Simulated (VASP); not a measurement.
Wanted: the native input for a VASP 6.6.1 run.

- Task: single point
- Functional: PBE
- Dispersion: D3(BJ)
- Potentials or basis: VASP PAW PBE potentials, release 64 (C)
- Cutoff: 600 eV
- k mesh: 9 × 9 × 1
- Occupations: gaussian, width 0.1 eV
- Spin: no spin polarisation
- Dipole correction: no
- Further INCAR settings: ALGO = Normal; EDIFF = 1e-06; NBANDS = 36

The structure of C lies in POSCAR:

```
C
1.0
    2.4562499600      0.0000000000      0.0000000000
   -1.2281249800      2.1271748600      0.0000000000
    0.0000000000      0.0000000000     29.4918787000
C
12
Direct
    0.6666666700      0.3333333300      0.6327907400
    0.6666666700      0.3333333300      0.1327908500
    0.6666666700      0.3333333300      0.3672091500
    0.6666666700      0.3333333300      0.8672092600
    0.0000000000      0.0000000000      0.2500000000
    0.3333333300      0.6666666700      0.8672091600
    0.0000000000      0.0000000000      0.7500000000
    0.6666666700      0.3333333300      0.2500000000
    0.3333333300      0.6666666700      0.3672092600
    0.3333333300      0.6666666700      0.7500000000
    0.3333333300      0.6666666700      0.1327907300
    0.3333333300      0.6666666700      0.6327908500
```

The input as run:

INCAR

```
  PREC = Accurate
  ENCUT = 600
  EDIFF = 1E-6
  ISMEAR = 0
  SIGMA = 0.1
  LREAL = False
  LASPH = True
  NELM = 120
  ALGO = Normal
  ISIF = 2
  LWAVE = False
  LCHARG = False
  GGA = PE
  IVDW = 12
  NBANDS = 36
  GGA_COMPAT = False
```

KPOINTS

```
regular mesh
0
Gamma
  9 9 1
```

Potentials or basis: VASP PAW PBE potentials, release 64 (C).

Command:

```console
$ cat potpaw_PBE.64/C/POTCAR > POTCAR
$ mpirun -np 1 vasp_std > vasp.out
```

It gave:

The pressure is 2.2 GPa and the largest force is 0.023 eV/Å. The dispersion energy per atom is -0.130 eV.

Wall time 3.3 min on 1 thread of Intel Xeon 8259CL, on a shared host, peak memory 0.31 GiB.
